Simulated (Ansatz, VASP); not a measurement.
# Two plane-wave programs on Sc

File INCAR:

```
ALGO = Normal
EDIFF = 1E-6
ENCUT = 500
GGA = PS
GGA_COMPAT = F
ISIF = 2
ISMEAR = 0
LASPH = T
LCHARG = T
LELF = T
LREAL = F
LVHAR = T
LWAVE = F
NBANDS = 18
NELM = 120
PREC = Accurate
SIGMA = 0.1
```

KPOINTS

```
k-points
0
Gamma
  6 6 4
```

The input POSCAR:

```
Sc
1.0
    3.2770106429      0.0000000029      0.0000000000
   -1.6385053240      2.8379744638      0.0000000000
    0.0000000000      0.0000000000      5.0825631341
Sc
2
Direct
    0.3333333333      0.6666666667      0.2500000000
    0.6666666667      0.3333333333      0.7500000000
```

Input for Ansatz:

```yaml
crystal:
  lattice:
    - [3.2770106429, 2.9e-09, 0.0]
    - [-1.638505324, 2.8379744638, 0.0]
    - [0.0, 0.0, 5.0825631341]
  atoms:
    - { symbol: Sc, position: [0.3333333333, 0.6666666667, 0.25] }
    - { symbol: Sc, position: [0.6666666667, 0.3333333333, 0.75] }
basis:
  ecutwfc: 420
kpoints:
  mp_grid: { grid: [6, 6, 4] }
hamiltonian:
  xc: pbesol
  pseudopotentials: { kind: paw, azcp: { folder: soft_1 } }
scf:
  occupations: { method: gaussian, width: 0.1 }
output:
  forces: true
  stress: true
  eigenvalues: true
```

Alike in both runs: task single point; functional PBEsol; k mesh 6 × 6 × 4; occupations gaussian, width 0.1 eV; no spin polarisation.

|  | VASP | Ansatz |
| --- | --- | --- |
| version | VASP 6.6.1 | Ansatz 0.2.0 |
| potentials or method | VASP PAW PBE potentials, release 64 (Sc_sv), cutoff 500 eV | scalar-relativistic, plane waves, PAW |
| valence electrons in the cell | 22 | 22 |

```tsv
	VASP	Ansatz	Ansatz less VASP
gap on the k mesh at the Fermi level (eV)	none	none	-
pressure (GPa)	-0.1	-0.1	+0.01
traceless stress, the component that is largest in VASP (GPa)	-0.54	-0.55	-0.006
```

VASP's potentials were made for PBE, not for PBEsol, and Ansatz warns of the same on its side. A gap of «none» marks a metal or a gap that the smearing closes.

The k mesh is coarse, so the values compare programs but aren't converged.
